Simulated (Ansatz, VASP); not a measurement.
Fe in VASP and in Ansatz

```xyz
1
Lattice="0.0000 1.9417 1.9651 1.4984 0.0000 1.9651 1.4984 1.9417 0.0000" Properties=species:S:1:pos:R:3 pbc="T T T"
Fe    0.0000    0.0000    0.0000
```

Alike in both runs: task single point; functional PBE; k mesh 11 × 11 × 11; occupations fermi-dirac, width 0.05 eV; collinear spin; fixed moment 1.5 μB.

```csv
,VASP,Ansatz
version,VASP 6.6.1,Ansatz 0.2.0
potentials or method,"VASP PAW PBE potentials, release 64 (Fe_sv)",Ansatz PAW
plane-wave cutoff (eV),690,420
valence electrons in the cell,16,16
```

|  | VASP | Ansatz | Ansatz less VASP |
| --- | --- | --- | --- |
| pressure (GPa) | -12.1 | -10.5 | +1.54 |
| traceless stress, the component that is largest in VASP (GPa) | -3.72 | -3.71 | +0.013 |
| net moment per atom (μB) | 1.50 | 1.50 | 0.000 |
| size of the moment on the site where the two differ most (μB) | 1.54 | 1.56 | +0.018 |

Site moments also hang on the region over which each program counts them.
